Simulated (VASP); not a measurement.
# Sc (I4/mmm) in VASP: notebook

Aim: see how the results for Sc move with the level of theory and the settings. Levels: LDA, r2SCAN. Tasks: single point.

All numbers are computed with VASP 6.6.1; they aren't measurements. Logs are shortened: lines on timing, memory, paths and dates and some standing lists are left out, and cuts for length are marked.

**1. The cell of the first run**

Symmetry: I4/mmm, No. 139, tetragonal system. The conventional cell has a = 3.758 Å, b = 3.758 Å, c = 4.761 Å, α = 90.00°, β = 90.00°, γ = 90.00°. Sc (site symmetry 4/mmm) has 14 Sc at 3.57 to 4.76 Å within 4.8 Å.

**2. Single point, LDA**

INCAR reads:

```
SYSTEM = Sc
PREC = Accurate
ENCUT = 520
EDIFF = 1E-6
ISMEAR = 0
SIGMA = 0.05
LREAL = .False.
LASPH = .True.
NELM = 100
ALGO = Normal
ISIF = 2
LWAVE = .False.
LCHARG = .True.
GGA = CA
LELF = .True.
LVHAR = .True.
NBANDS = 12
```

KPOINTS reads:

```
regular mesh
0
Gamma
  12 12 12
  0 0 0
```

POSCAR reads:

```
Sc
1.0
   -1.8790000000      1.8790000000      2.3805000000
    1.8790000000     -1.8790000000      2.3805000000
    1.8790000000      1.8790000000     -2.3805000000
Sc
1
Direct
    0.0000000000      0.0000000000      0.0000000000
```

Potentials or basis: VASP PAW LDA potentials, release 64 (Sc_sv).

On the command line:

```sh
$ cat potpaw_LDA.64/Sc_sv/POTCAR > POTCAR
$ mpirun -np 1 vasp_std > vasp.out
```

OUTCAR:

```text
SYSTEM = Sc
   PREC = Accurate
   ENCUT = 520
   EDIFF = 1E-6
   ISMEAR = 0
   LREAL = .False.
   LASPH = .True.
   NELM = 100
   ISIF = 2
   GGA = CA

 ion  position               nearest neighbor table
   1  0.000  0.000  0.000-

  LATTYP: Found a body centered tetragonal cell.
 ALAT       =     3.7580000000
 C/A-ratio  =     1.2668972858

  Lattice vectors:

 A1 = (  -1.8790000000,   1.8790000000,   2.3805000000)
 A2 = (   1.8790000000,  -1.8790000000,   2.3805000000)
 A3 = (   1.8790000000,   1.8790000000,  -2.3805000000)

Analysis of symmetry for initial positions (statically):
=====================================================================
 Subroutine PRICEL returns:
 Original cell was already a primitive cell.

 Routine SETGRP: Setting up the symmetry group for a
 body centered tetragonal supercell.

 Subroutine GETGRP returns: Found 16 space group operations
 (whereof 16 operations were pure point group operations)
 out of a pool of 16 trial point group operations.

The static configuration has the point symmetry D_4h.

Analysis of symmetry for dynamics (positions and initial velocities):
=====================================================================
 Subroutine PRICEL returns:
 Original cell was already a primitive cell.

 Routine SETGRP: Setting up the symmetry group for a
 body centered tetragonal supercell.

 Subroutine GETGRP returns: Found 16 space group operations
 (whereof 16 operations were pure point group operations)
 out of a pool of 16 trial point group operations.

The dynamic configuration has the point symmetry D_4h.

 Subroutine INISYM returns: Found 16 space group operations
 (whereof 16 operations are pure point group operations),
 and found     1 'primitive' translations

----------------------------------------------------------------------------------------

                                     Primitive cell

  volume of cell :      33.6188

  direct lattice vectors                    reciprocal lattice vectors
    -1.879000000  1.879000000  2.380500000     0.000000000  0.266098989  0.210039908
     1.879000000 -1.879000000  2.380500000     0.266098989  0.000000000  0.210039908
     1.879000000  1.879000000 -2.380500000     0.266098989  0.266098989  0.000000000

  length of vectors
     3.567640992  3.567640992  3.567640992     0.339006541  0.339006541  0.376320799

  position of ions in fractional coordinates (direct lattice)
     0.000000000  0.000000000  0.000000000

  ion indices of the primitive-cell ions
   primitive index   ion index
                 1           1

----------------------------------------------------------------------------------------

[... 82 lines left out ...]
   EMIN   =  10.00;   EMAX   =-10.00  energy-range for DOS
   EFERMI =   0.00;   METHOD = LEGACY
   ISMEAR =     0;   SIGMA  =   0.05  broadening in eV -4-tet -1-fermi 0-gaus
   EFERMI_NEDOS =   21; number of points for ismear=-14 and -15
   IALGO  =     38    algorithm
   IMIX   =      4    mixing-type and parameters
     AMIX     =   0.40;   BMIX     =  1.00
     AMIX_MAG =   1.60;   BMIX_MAG =  1.00
  volume/ion in A,a.u.               =      33.62       226.87
  Fermi-wavevector in a.u.,A,eV,Ry     =   1.128094  2.131788 17.314709  1.272595
  Thomas-Fermi vector in A             =   2.264782
   LORBIT       =      0    0 simple, 1 ext, 2 COOP (PROOUT), +10 PAW based schemes
   GGA     = CA    functional components
   LHFCALC =     F    Hartree Fock is set to
   AEXX    =    0.0000 exact exchange contribution
   IVDW    =     0    specifies the selected vdW correction
   LEPSILON=     F    determine dielectric tensor
   LRPA    =     F    only Hartree local field effects (RPA)
 non-spin polarized calculation
 Gauss-broadening in eV      SIGMA  =   0.05
  energy-cutoff  :      520.00
  volume of cell :       33.62
 maximum number of plane-waves:       919
   NGX = 13   NGY = 13   NGZ = 13

 number of electron      10.9999998 magnetization

 Free energy of the ion-electron system (eV)
  ---------------------------------------------------
  ext. energy  EPLUGINS =         0.00000000
  ---------------------------------------------------
  free energy    TOTEN  =        -6.10564340 eV

  energy without entropy =       -6.10171257  energy(sigma->0) =       -6.10367798

 E-fermi :   1.9036     XC(G=0):  -8.9388

 val. band max:        1.9011161979   @ k =   0.3333   0.0833   0.0833
 cond. band min:       1.9083072864   @ k =   0.2500   0.2500   0.2500
 fundamental gap:      0.0071910885
 Fermi energy:         1.9036038965

 k-point     1 :       0.0000    0.0000    0.0000
  band No.  band energies     occupation
      1     -47.7454      2.00000
      2     -26.5984      2.00000
      3     -26.5977      2.00000
      4     -26.5977      2.00000
      5      -2.5735      2.00000
      6       2.8577      0.00000
      7       2.8577      0.00000
      8       3.3062      0.00000
      9       3.5758      0.00000
     10       4.0562      0.00000
     11      13.0767      0.00000
     12      14.7964      0.00000
[... 331 lines left out ...]
 k-point    24 :      -0.4167    0.1667    0.0000
  band No.  band energies     occupation
      1     -47.7313      2.00000
      2     -26.7019      2.00000
      3     -26.6325      2.00000
      4     -26.6176      2.00000
      5      -0.0825      2.00000
      6       2.0002      0.00630
      7       2.5829      0.00000
      8       3.4414      0.00000
      9       4.3018      0.00000
     10       4.3985      0.00000
     11       7.8225      0.00000
     12      11.0755      0.00000

 [... further k-points ...]

------------------------ aborting loop because EDIFF is reached ----------------------------------------

  FORCE on cell =-STRESS in cart. coord.  units (eV):
  Direction    XX          YY          ZZ          XY          YZ          ZX
  --------------------------------------------------------------------------------------
  -------------------------------------------------------------------------------------
  Total       -2.6436192     -2.6436192     -2.2863360      0.0000000     -0.0000000      0.0000000
  in kB     -125.9875843   -125.9875843   -108.9604531      0.0000000     -0.0000000      0.0000000
  external PRESSURE =    -120.3118739 kB  Pullay stress =       0.0000000 kB

 VOLUME and BASIS-vectors are now :
 -----------------------------------------------------------------------------
  energy-cutoff  :      520.00
  volume of cell :       33.62
      direct lattice vectors                 reciprocal lattice vectors
    -1.879000000  1.879000000  2.380500000     0.000000000  0.266098989  0.210039908
     1.879000000 -1.879000000  2.380500000     0.266098989  0.000000000  0.210039908
     1.879000000  1.879000000 -2.380500000     0.266098989  0.266098989  0.000000000

 POSITION                                       TOTAL-FORCE (eV/Angst)
 -----------------------------------------------------------------------------------
      0.00000      0.00000      0.00000        -0.000000      0.000000      0.000000
 -----------------------------------------------------------------------------------
    total drift:                               -0.000000     -0.000000     -0.000000

  FREE ENERGIE OF THE ION-ELECTRON SYSTEM (eV)
  ---------------------------------------------------
  free  energy   TOTEN  =        -6.1056433973 eV

  energy  without entropy=       -6.1017125660  energy(sigma->0) =       -6.10367798
```

OSZICAR:

```text
N       E                     dE             d eps       ncg     rms          rms(c)
DAV:   1     0.775809326078E+02    0.77581E+02   -0.49016E+03  3928   0.852E+02
DAV:   2    -0.527214815829E+01   -0.82853E+02   -0.81396E+02  3956   0.291E+02
DAV:   3    -0.709464972775E+01   -0.18225E+01   -0.17737E+01  5872   0.558E+01
DAV:   4    -0.711955891879E+01   -0.24909E-01   -0.24832E-01  5396   0.472E+00
DAV:   5    -0.711975497069E+01   -0.19605E-03   -0.19605E-03  5216   0.358E-01    0.467E+00
DAV:   6    -0.620393582606E+01    0.91582E+00   -0.14543E+00  6008   0.164E+01    0.128E+00
DAV:   7    -0.611514698254E+01    0.88789E-01   -0.17199E-01  6344   0.504E+00    0.698E-01
DAV:   8    -0.610822872919E+01    0.69183E-02   -0.37391E-02  4968   0.294E+00    0.263E-01
DAV:   9    -0.610572633373E+01    0.25024E-02   -0.88365E-03  5952   0.124E+00    0.574E-02
DAV:  10    -0.610564307767E+01    0.83256E-04   -0.36085E-04  6004   0.232E-01    0.133E-02
DAV:  11    -0.610564339734E+01   -0.31967E-06   -0.78078E-06  6284   0.365E-02
   1 F= -.61056434E+01 E0= -.61036780E+01  d E =-.393083E-02
```

stdout:

```text
POSCAR found type information on POSCAR Sc
 POSCAR found :  1 types and       1 ions
 scaLAPACK will be used
 LDA part: xc-table for (Slater(with rela. corr.)+CA(PZ))
 , standard interpolation
 POSCAR, INCAR and KPOINTS ok, starting setup
 FFT: planning ... GRIDC
 FFT: planning ... GRID_SOFT
 FFT: planning ... GRID
 WAVECAR not read
 entering main loop
```

It took 48 s on 1 thread of Intel Xeon Platinum 8488C (Sapphire Rapids), shared host; peak memory 0.18 GiB.

Results:

| Item | Value |
| --- | --- |
| Free energy | -6.1056 eV |
| Pressure | -12.0 GPa |
| Band gap on the k mesh | zero (an odd number of electrons rules out a gap without spin polarisation) |

Levels at points of the mesh, in eV from the Fermi level:
```csv
k point,band 2,band 3,band 4,band 5,band 6,band 7,band 8,band 9
"(0.00, 0.00, 0.00)",-28.50,-28.50,-28.50,-4.48,0.95,0.95,1.40,1.67
"(0.50, 0.00, 0.00)",-28.64,-28.53,-28.51,-1.46,0.02,0.75,1.30,2.41
"(0.50, 0.50, 0.00)",-28.63,-28.56,-28.53,-1.12,-0.27,0.86,2.47,2.51
"(0.50, 0.50, 0.50)",-28.63,-28.57,-28.57,-0.88,-0.45,2.11,2.53,2.69
```

Caveat: the cell stands under tension.

(Part 1 of 2 ends here.)
